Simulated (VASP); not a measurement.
# Mo (P6/mmm) in VASP: notebook

The runs below take Mo through single point, with r2SCAN.

All numbers are computed with VASP 6.6.1; they aren't measurements. Logs are shortened: lines on timing, memory, paths and dates and some standing lists are left out, and cuts for length are marked.

## 1. The cell of the first run

The structure is hexagonal, space group P6/mmm (No. 191). The conventional cell has a = 2.736 Å, b = 2.736 Å, c = 2.555 Å, α = 90.00°, β = 90.00°, γ = 120.00°. Mo (site symmetry 6/mmm) has 8 Mo at 2.56 to 2.74 Å within 3.4 Å.

This isn't the form of Mo at room conditions, which is bcc.

## 2. Single point, r2SCAN

Input file POSCAR:

```
Mo
1.0
    2.7355103972      0.0000000000      0.0000000000
   -1.3677551986      2.3690214963      0.0000000000
    0.0000000000      0.0000000000      2.5551807000
Mo
1
Direct
    0.0000000000      0.0000000000      0.5000000000
```

Input file INCAR.step1:

```
SYSTEM = Mo
ALGO     = Normal         ! electronic algorithm
EDIFF    = 1E-4           ! SCF threshold, eV
ENCUT    = 520            ! plane-wave cutoff, eV
GGA      = PE             ! functional
ISMEAR   = 0              ! smearing method
LASPH    = .True.         ! aspherical terms in the spheres
LCHARG   = .False.        ! write CHGCAR
LREAL    = .False.        ! projectors in reciprocal space
LWAVE    = .True.         ! write WAVECAR
NBANDS   = 13             ! bands
NELM     = 60             ! most SCF steps
PREC     = Accurate       ! precision mode
SIGMA    = 0.15           ! smearing width, eV
```

Input file INCAR.step2:

```
SYSTEM = Mo
ALGO     = Normal         ! electronic algorithm
EDIFF    = 1E-6           ! SCF threshold, eV
ENCUT    = 520            ! plane-wave cutoff, eV
ISIF     = 2              ! what is computed and relaxed
ISMEAR   = 0              ! smearing method
ISTART   = 1            
LASPH    = .True.         ! aspherical terms in the spheres
LCHARG   = .False.        ! write CHGCAR
LMIXTAU  = .True.       
LREAL    = .False.        ! projectors in reciprocal space
LWAVE    = .False.        ! write WAVECAR
METAGGA  = R2SCAN         ! meta-GGA
NBANDS   = 13             ! bands
NELM     = 60             ! most SCF steps
PREC     = Accurate       ! precision mode
SIGMA    = 0.15           ! smearing width, eV
```

Input file KPOINTS:

```
k-points
0
Gamma
  18 18 18
  0 0 0
```

Potentials or basis: VASP PAW PBE potentials, release 64 (Mo_sv).

The run is started by

```sh
cat potpaw_PBE.64/Mo_sv/POTCAR > POTCAR
cp INCAR.step1 INCAR
mpirun -np 1 vasp_std > vasp.out
cp INCAR.step2 INCAR
mpirun -np 1 vasp_std > vasp.out
```

OUTCAR:

```text
SYSTEM = Mo
   EDIFF = 1E-6
   ENCUT = 520
   ISIF = 2
   ISMEAR = 0
   ISTART = 1
   LASPH = .True.
   LREAL = .False.
   METAGGA = R2SCAN
   NELM = 60
   PREC = Accurate

 ion  position               nearest neighbor table
   1  0.000  0.000  0.500-

  LATTYP: Found a hexagonal cell.
 ALAT       =     2.7355103972
 C/A-ratio  =     0.9340782264

  Lattice vectors:

 A1 = (   2.7355103972,   0.0000000000,   0.0000000000)
 A2 = (  -1.3677551986,   2.3690214963,   0.0000000000)
 A3 = (   0.0000000000,   0.0000000000,   2.5551807000)

Analysis of symmetry for initial positions (statically):
=====================================================================
 Subroutine PRICEL returns:
 Original cell was already a primitive cell.

 Routine SETGRP: Setting up the symmetry group for a
 hexagonal supercell.

 Subroutine GETGRP returns: Found 24 space group operations
 (whereof 24 operations were pure point group operations)
 out of a pool of 24 trial point group operations.

The static configuration has the point symmetry D_6h.

Analysis of symmetry for dynamics (positions and initial velocities):
=====================================================================
 Subroutine PRICEL returns:
 Original cell was already a primitive cell.

 Routine SETGRP: Setting up the symmetry group for a
 hexagonal supercell.

 Subroutine GETGRP returns: Found 24 space group operations
 (whereof 24 operations were pure point group operations)
 out of a pool of 24 trial point group operations.

The dynamic configuration has the point symmetry D_6h.

 Subroutine INISYM returns: Found 24 space group operations
 (whereof 24 operations are pure point group operations),
 and found     1 'primitive' translations

----------------------------------------------------------------------------------------

                                     Primitive cell

  volume of cell :      16.5588

  direct lattice vectors                    reciprocal lattice vectors
     2.735510397  0.000000000  0.000000000     0.365562493  0.211057604  0.000000000
    -1.367755199  2.369021496  0.000000000     0.000000000  0.422115207  0.000000000
     0.000000000  0.000000000  2.555180700     0.000000000  0.000000000  0.391361754

  length of vectors
     2.735510397  2.735510397  2.555180700     0.422115207  0.422115207  0.391361754

  position of ions in fractional coordinates (direct lattice)
     0.000000000  0.000000000  0.500000000

  ion indices of the primitive-cell ions
   primitive index   ion index
                 1           1

----------------------------------------------------------------------------------------

 KPOINTS: k-points

Automatic generation of k-mesh.
 Grid dimensions read from file:
 generate k-points for:   18   18   18

 Generating k-lattice:

  Cartesian coordinates                     Fractional coordinates (reciprocal lattice)
     0.020309027  0.011725422  0.000000000     0.055555556  0.000000000  0.000000000
     0.000000000  0.023450845  0.000000000     0.000000000  0.055555556  0.000000000
     0.000000000  0.000000000  0.021742320     0.000000000  0.000000000  0.055555556

  Length of vectors
     0.023450845  0.023450845  0.021742320

  Shift w.r.t. Gamma in fractional coordinates (k-lattice)
     0.000000000  0.000000000  0.000000000

 Subroutine IBZKPT returns following result:
 ===========================================

 Found    370 irreducible k-points:

 Following reciprocal coordinates:
            Coordinates               Weight
  0.000000  0.000000  0.000000      1.000000
  0.055556  0.000000  0.000000      6.000000
  0.111111  0.000000  0.000000      6.000000
  0.166667 -0.000000  0.000000      6.000000
  0.222222 -0.000000  0.000000      6.000000
  0.277778 -0.000000  0.000000      6.000000
[... 16 lines left out ...]
  0.333333  0.111111  0.000000     12.000000
  0.388889  0.111111  0.000000     12.000000
 [... further k-points ...]
   k-points           NKPTS =    370   k-points in BZ     NKDIM =    370   number of bands    NBANDS=     13
   number of dos      NEDOS =    301   number of ions     NIONS =      1
   total plane-waves  NPLWV =   8000
   dimension x,y,z NGX =    20 NGY =   20 NGZ =   20
   dimension x,y,z NGXF=    40 NGYF=   40 NGZF=   40
   ions per type =               1
   NGX,Y,Z   is equivalent  to a cutoff of  12.15, 12.15, 13.01 a.u.
   NGXF,Y,Z  is equivalent  to a cutoff of  24.31, 24.31, 26.02 a.u.
 SYSTEM =  Mo
   PREC   = accura    normal or accurate (medium, high low for compatibility)
   ISTART =      1    job   : 0-new  1-cont  2-samecut
   ICHARG =      0    charge: 1-file 2-atom 10-const
   ISPIN  =      1    spin polarized calculation?
   LNONCOLLINEAR =      F non collinear calculations
   LSORBIT =      F    spin-orbit coupling
   LASPH  =      T    aspherical Exc in radial PAW
   ENCUT  =  520.0 eV  38.22 Ry    6.18 a.u.   5.09  5.09  4.75*2*pi/ulx,y,z
   NELM   =     60;   NELMIN=  2; NELMDL=  0     # of ELM steps
   EDIFF  = 0.1E-05   stopping-criterion for ELM
   LREAL  =      F    real-space projection
   EDIFFG = 0.1E-04   stopping-criterion for IOM
   NSW    =      0    number of steps for IOM
   IBRION =     -1    ionic relax: 0-MD 1-quasi-New 2-CG
   NFREE  =      0    steps in history (QN), initial steepest desc. (CG)
   ISIF   =      2    stress and relaxation
   ISYM   =      2    0-nonsym 1-usesym 2-fastsym
   POTIM  = 0.5000    time-step for ionic-motion
   TEBEG  =    0.0;   TEEND  =   0.0 temperature during run
   PSTRESS=    0.0 pullay stress
   NELECT =      14.0000    total number of electrons
   NUPDOWN=      -1.0000    fix difference up-down
   EMIN   =  10.00;   EMAX   =-10.00  energy-range for DOS
   EFERMI =   0.00;   METHOD = LEGACY
   ISMEAR =     0;   SIGMA  =   0.15  broadening in eV -4-tet -1-fermi 0-gaus
   EFERMI_NEDOS =   21; number of points for ismear=-14 and -15
   IALGO  =     38    algorithm
   IMIX   =      4    mixing-type and parameters
     AMIX     =   0.40;   BMIX     =  1.00
     AMIX_MAG =   1.60;   BMIX_MAG =  1.00
  volume/ion in A,a.u.               =      16.56       111.74
  Fermi-wavevector in a.u.,A,eV,Ry     =   1.548013  2.925320 32.604229  2.396343
  Thomas-Fermi vector in A             =   2.653024
   LORBIT       =      0    0 simple, 1 ext, 2 COOP (PROOUT), +10 PAW based schemes
   METAGGA = R2SCAN    functional components
   LHFCALC =     F    Hartree Fock is set to
   AEXX    =    0.0000 exact exchange contribution
   IVDW    =     0    specifies the selected vdW correction
   LEPSILON=     F    determine dielectric tensor
   LRPA    =     F    only Hartree local field effects (RPA)
 non-spin polarized calculation
 Gauss-broadening in eV      SIGMA  =   0.15
  energy-cutoff  :      520.00
  volume of cell :       16.56
 maximum number of plane-waves:       460
   NGX = 11   NGY = 11   NGZ =  9

 number of electron      14.0000002 magnetization

 Free energy of the ion-electron system (eV)
  ---------------------------------------------------
  ext. energy  EPLUGINS =         0.00000000
  ---------------------------------------------------
  free energy    TOTEN  =       -25.15204275 eV

  energy without entropy =      -25.14388425  energy(sigma->0) =      -25.14796350

 E-fermi :  11.5802     XC(G=0): -14.1419

 val. band max:       11.5785139130   @ k =   0.0556   0.0000   0.5000
 cond. band min:      11.5835189974   @ k =   0.0556   0.0556   0.3333
 fundamental gap:      0.0050050844
 Fermi energy:        11.5802125555

 k-point     1 :       0.0000    0.0000    0.0000
  band No.  band energies     occupation
      1     -51.4484      2.00000
      2     -23.9386      2.00000
      3     -23.9386      2.00000
      4     -23.8843      2.00000
      5       4.3754      2.00000
      6       6.8545      2.00000
      7      10.6172      2.00000
      8      10.6172      2.00000
      9      15.9381      0.00000
     10      15.9381      0.00000
     11      25.0896      0.00000
     12      28.3126      0.00000
     13      33.3752      0.00000

 k-point     2 :       0.0556    0.0000    0.0000
  band No.  band energies     occupation
      1     -51.4410      2.00000
      2     -23.9864      2.00000
      3     -23.9492      2.00000
      4     -23.8794      2.00000
      5       4.5035      2.00000
      6       6.9097      2.00000
      7      10.4859      2.00000
      8      10.7338      2.00000
      9      15.8019      0.00000
     10      15.9161      0.00000
     11      25.3821      0.00000
     12      28.5669      0.00000
     13      32.5707      0.00000

 k-point     3 :       0.1111    0.0000    0.0000
  band No.  band energies     occupation
      1     -51.4199      2.00000
      2     -24.1227      2.00000
      3     -23.9795      2.00000
      4     -23.8654      2.00000
      5       4.8675      2.00000
      6       7.0706      2.00000
      7      10.1491      2.00000
      8      11.0786      2.00000
      9      15.4326      0.00000
     10      15.8534      0.00000
     11      26.1711      0.00000
     12      29.2817      0.00000
     13      31.0512      0.00000
[... 305 lines left out ...]
 k-point    23 :       0.3333    0.1111    0.0000
  band No.  band energies     occupation
      1     -51.2203      2.00000
      2     -25.2222      2.00000
      3     -24.3456      2.00000
      4     -23.7344      2.00000
      5       7.0238      2.00000
      6       7.9678      2.00000
      7      10.8225      2.00000
      8      13.0847      0.00000
      9      15.0701      0.00000
     10      15.9005      0.00000
     11      23.0081      0.00000
     12      25.5368      0.00000
     13      30.2873      0.00000

 k-point    24 :       0.3889    0.1111    0.0000
  band No.  band energies     occupation
      1     -51.1996      2.00000
      2     -25.3275      2.00000
      3     -24.3830      2.00000
      4     -23.7209      2.00000
      5       6.8860      2.00000
      6       8.1438      2.00000
      7      11.5204      1.42700
      8      12.8970      0.00000
      9      14.9921      0.00000
     10      16.6443      0.00000
     11      22.1703      0.00000
     12      24.8313      0.00000
     13      29.7657      0.00000

 [... further k-points ...]

------------------------ aborting loop because EDIFF is reached ----------------------------------------

  FORCE on cell =-STRESS in cart. coord.  units (eV):
  Direction    XX          YY          ZZ          XY          YZ          ZX
  --------------------------------------------------------------------------------------
  -------------------------------------------------------------------------------------
  Total        0.3346155      0.3346155     -0.1838188      0.0000000      0.0000000      0.0000000
  in kB       32.3763297     32.3763297    -17.7857240      0.0000000      0.0000000      0.0000000
  external PRESSURE =      15.6556451 kB  Pullay stress =       0.0000000 kB

 VOLUME and BASIS-vectors are now :
 -----------------------------------------------------------------------------
  energy-cutoff  :      520.00
  volume of cell :       16.56
      direct lattice vectors                 reciprocal lattice vectors
     2.735510397  0.000000000  0.000000000     0.365562493  0.211057604  0.000000000
    -1.367755199  2.369021496  0.000000000     0.000000000  0.422115207  0.000000000
     0.000000000  0.000000000  2.555180700     0.000000000  0.000000000  0.391361754

 POSITION                                       TOTAL-FORCE (eV/Angst)
 -----------------------------------------------------------------------------------
      0.00000      0.00000      1.27759        -0.000000      0.000000      0.000000
 -----------------------------------------------------------------------------------
    total drift:                                0.000000      0.000000     -0.000000

  FREE ENERGIE OF THE ION-ELECTRON SYSTEM (eV)
  ---------------------------------------------------
  free  energy   TOTEN  =       -25.1520427455 eV

  energy  without entropy=      -25.1438842479  energy(sigma->0) =      -25.14796350
```

Wall time 4 min (1 thread of Intel Xeon Platinum 8259CL at 2.50GHz (Skylake/Cascade Lake), shared host); peak memory 0.19 GiB.

What came out:

* Free energy: -25.1520 eV
* Pressure: 1.6 GPa
* Band gap on the k mesh: zero (bands 7 and 8 overlap by 1.91 eV)

Stress tensor (GPa, compression positive):
```
 3.24  0.00  0.00
 0.00  3.24  0.00
 0.00  0.00 -1.78
```

Caveat: the PAW data sets were made with another functional, which shifts forces and pressure a little.

## 3. Single point, r2SCAN

POSCAR is that of step 2.

Input file INCAR.step1:

```
SYSTEM = Mo
ALGO = Normal ; EDIFF = 1E-4
ENCUT = 520 ; GGA = PE
ISMEAR = 0 ; LASPH = .TRUE.
LCHARG = .FALSE. ; LREAL = .FALSE.
LWAVE = .TRUE. ; NBANDS = 13
NELM = 60 ; PREC = Accurate
SIGMA = 0.15
```

Input file INCAR.step2:

```
SYSTEM = Mo
ALGO = Normal ; EDIFF = 1E-7
ENCUT = 520 ; ISIF = 2
ISMEAR = 0 ; ISTART = 1
LASPH = .TRUE. ; LCHARG = .FALSE.
LMIXTAU = .TRUE. ; LREAL = .FALSE.
LWAVE = .FALSE. ; METAGGA = R2SCAN
NBANDS = 13 ; NELM = 60
PREC = Accurate ; SIGMA = 0.15
```

Input file KPOINTS:

```
k-points
0
G
  24 24 20
  0 0 0
```

Potentials or basis: VASP PAW PBE potentials, release 64 (Mo_sv).

The run is started by

```sh
cat potpaw_PBE.64/Mo_sv/POTCAR > POTCAR
cp INCAR.step1 INCAR
mpirun -np 1 vasp_std > vasp.out
cp INCAR.step2 INCAR
mpirun -np 1 vasp_std > vasp.out
```

Wall time 7 min (1 thread of Intel Xeon Platinum 8259CL at 2.50GHz (Skylake/Cascade Lake), shared host); peak memory 0.24 GiB.

Results (log left out):

* Free energy: -25.1445 eV
* Pressure: 1.5 GPa
* Band gap on the k mesh: zero (bands 7 and 8 overlap by 1.92 eV)

Stress tensor (GPa, compression positive):
```
 3.52  0.00  0.00
 0.00  3.52  0.00
 0.00  0.00 -2.62
```

Levels at points of the mesh, in eV from the Fermi level:
| k point | band 4 | band 5 | band 6 | band 7 | band 8 | band 9 | band 10 | band 11 |
| --- | --- | --- | --- | --- | --- | --- | --- | --- |
| (0.00, 0.00, 0.00) | -35.47 | -7.22 | -4.73 | -0.98 | -0.98 | 4.35 | 4.35 | 13.49 |
| (0.50, 0.00, 0.00) | -35.31 | -5.24 | -3.43 | 0.94 | 1.13 | 3.67 | 4.55 | 10.61 |
| (0.00, 0.00, 0.50) | -35.36 | -3.99 | -0.16 | -0.13 | -0.13 | 0.95 | 0.95 | 10.47 |
| (0.50, 0.00, 0.50) | -35.69 | -5.58 | -3.63 | -0.37 | 4.90 | 6.08 | 6.63 | 7.56 |

Caveat: the PAW data sets were made with another functional, which shifts forces and pressure a little.
